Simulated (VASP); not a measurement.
## WC: electric field gradients with PBE+D4

WC:

```
CELL_PARAMETERS angstrom
2.90050 0.00000 0.00000
-1.45025 2.51191 0.00000
0.00000 0.00000 2.82900
ATOMIC_POSITIONS crystal
W 0.00000 0.00000 0.00000
C 0.68589 0.34741 0.50000
```

- Program: VASP 6.6.1
- Task: electric field gradients
- Functional: PBE
- Dispersion: D4
- Potentials or basis: VASP PAW PBE potentials, release 64 (W_sv, C)
- Cutoff: 520 eV
- k mesh: 13 × 13 × 12
- Occupations: fermi-dirac, width 0.05 eV
- Spin: no spin polarisation
- Dipole correction: no
- Further INCAR settings: ALGO = Normal; EDIFF = 1e-08; NBANDS = 16

```
Pressure                                : 2.9 GPa
Largest force                           : 0.785 eV/Å
Band gap on the k mesh                  : zero (bands 9 and 10 overlap by 1.30 eV)
Largest electric field gradient by atom : W -142.9; C +1.7 V/Å²
Dispersion energy per atom              : -0.491 eV
```

Forces in eV/Å, atoms in the order of the input:
```
W    0.542  0.568  0.000
C   -0.542 -0.568  0.000
```

Stress tensor (GPa, compression positive):
```
 0.96 -1.55  0.00
-1.55  4.20  0.00
 0.00  0.00  3.56
```

Levels at points of the mesh, in eV from the Fermi level:
```tsv
k point	band 6	band 7	band 8	band 9	band 10	band 11	band 12	band 13
(0.00, 0.00, 0.00)	-4.38	-3.42	-3.30	0.07	3.20	3.32	5.34	5.75
(0.00, 0.00, 0.50)	-8.71	-2.37	-1.72	-0.63	-0.59	3.70	4.04	5.02
```

Electric field gradients, principal values (V/Å²):
```
atom   least   middle  greatest (by size)
 1 W  19.091  123.839            -142.929
 2 C  -0.007   -1.663               1.670
```

It took 57 s on 1 thread of Intel(R) Xeon(R) 6975P-C (Granite Rapids) (shared host), peak memory 0.31 GiB.

Caveat: without QUAD_EFG the Cq values of the log hold for a quadrupole moment of 1 mb, not for the nuclei; spin-orbit coupling is left out, which moves the levels of the heavy elements.
